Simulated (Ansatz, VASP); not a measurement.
## BN: VASP beside Ansatz

```
CELL_PARAMETERS angstrom
2.51215 0.00000 0.00000
-1.25607 2.17558 0.00000
0.00000 0.00000 8.35190
ATOMIC_POSITIONS crystal
B 0.00000 0.00000 0.50000
B 0.33333 0.66667 0.00000
N 0.33333 0.66667 0.50000
N 0.66667 0.33333 0.00000
```

Alike in both runs: functional PBE; k mesh 12 × 12 × 4; occupations gaussian, width 0.02 eV; no spin polarisation.

Ansatz relaxed the structure, and its values are those at the end. VASP's run is a single point on that final structure, the one shown.

|  | VASP | Ansatz |
| --- | --- | --- |
| version | VASP 6.6.1 | Ansatz 0.2.0 |
| potentials or method | VASP PAW PBE potentials, release 64 (B, N), cutoff 520 eV | scalar-relativistic, plane waves, PAW |
| valence electrons in the cell | 16 | 16 |

Ansatz gave:

```
gap on the k mesh at the Fermi level (eV) : 4.39
least direct gap on the mesh (eV)         : 4.64
pressure (GPa)                            : 0.0
```

Question: Which values does VASP return?

Answer: gap on the k mesh at the Fermi level (eV): 4.39; least direct gap on the mesh (eV): 4.64; pressure (GPa): 0.1.
